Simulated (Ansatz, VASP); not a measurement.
# InO: VASP beside Ansatz

```xyz
4
Lattice="3.4536 0.0000 0.0000 -1.7268 2.9909 0.0000 0.0000 0.0000 15.8771" Properties=species:S:1:pos:R:3 pbc="T T T"
In    1.7268    0.9970    9.3678
In    1.7268    0.9970    6.5093
O     0.0000    0.0000   10.1592
O     0.0000    0.0000    5.7179
```

Alike in both runs: task single point; functional r2SCAN; k mesh 6 × 6 × 1; no spin polarisation.

```csv
,VASP,Ansatz
version,VASP 6.6.1,Ansatz 0.2.0
potentials or method,"VASP PAW PBE potentials, release 64 (In_d, O), cutoff 520 eV","plane waves, PAW"
occupations,"gaussian, width 0.01 eV",fixed
valence electrons in the cell,38,38
```

|  | VASP | Ansatz | Ansatz less VASP |
| --- | --- | --- | --- |
| rms of the force components (eV/Å) | 0.163 | 0.195 | +0.0324 |

VASP's potentials were made for PBE, not for r2SCAN. Atom by atom the forces differ by 0.033 eV/Å (rms over components). Ansatz's warnings: structure snapped to symmetry.
